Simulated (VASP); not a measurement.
Set up this calculation in VASP 6.6.1, as the native input.

| Item | Value |
| --- | --- |
| Task | single point |
| Functional | PBE |
| Potentials or basis | VASP PAW PBE potentials, release 64 (Li_sv, Cl) |
| Cutoff | 520 eV |
| k mesh | 1 × 1 × 5 |
| Occupations | gaussian, width 0.05 eV |
| Spin | collinear spin |
| Starting moments | [0.3, 0.3, 0.3, 0.3, 0.3, 0.3, 0.3, 0.3, 0.3, 0.3, 0.3, 0.3] μB |
| Dipole correction | no |
| Further INCAR settings | ALGO = Normal; EDIFF = 1e-06; NBANDS = 46 |

The structure of LiCl lies in POSCAR:

```
LiCl
1.0
   14.9000000000      0.0000000000      0.0000000000
    0.0000000000     15.0000000000      0.0000000000
    0.0000000000      0.0000000000      4.7466998424
Li Cl
6 6
Direct
    0.3606337529      0.3944735793      0.9365892822
    0.5695758441      0.4600639357      0.9386505133
    0.5223555003      0.6726484913      0.9365645087
    0.4776444997      0.3273515087      0.4365645087
    0.4304241559      0.5399360643      0.4386505133
    0.6393662471      0.6055264207      0.4365892822
    0.3329139373      0.3956089705      0.4373216559
    0.5811084159      0.4534758995      0.4385712850
    0.5075119287      0.6959181758      0.4373057550
    0.4924880713      0.3040818242      0.9373057550
    0.4188915841      0.5465241005      0.9385712850
    0.6670860627      0.6043910295      0.9373216559
```

These files were run (other wordings do the same):

INCAR

```
SYSTEM = LiCl
PREC = Accurate ; ENCUT = 520
EDIFF = 1E-6 ; ISMEAR = 0
SIGMA = 0.05 ; LREAL = .FALSE.
LASPH = .TRUE. ; NELM = 150
ALGO = Normal ; ISIF = 2
LWAVE = .FALSE. ; LCHARG = .FALSE.
ISPIN = 2 ; MAGMOM = 0.3 0.3 0.3 0.3 0.3 0.3 0.3 0.3 0.3 0.3 0.3 0.3
LORBIT = 11 ; GGA = PE
NBANDS = 46
```

KPOINTS

```
Automatic mesh
0
G
  1 1 5
  0 0 0
```

Potentials or basis: VASP PAW PBE potentials, release 64 (Li_sv, Cl).

Run with:

```console
$ cat potpaw_PBE.64/Li_sv/POTCAR potpaw_PBE.64/Cl/POTCAR > POTCAR
$ mpirun -np 1 vasp_std > vasp.out
```

Results of the run:

* Largest force: 0.021 eV/Å
* Band gap on the k mesh: 6.00 eV
* Net moment: 0.00 μB per cell
* Valence electrons inside the program's atomic spheres: Li 2.05; Cl 5.17, 5.19 (each value once)

It took 12 min on 1 thread of Intel(R) Xeon(R) Platinum 8375C CPU @ 2.90GHz (Ice Lake) (shared host), peak memory 1.3 GiB.
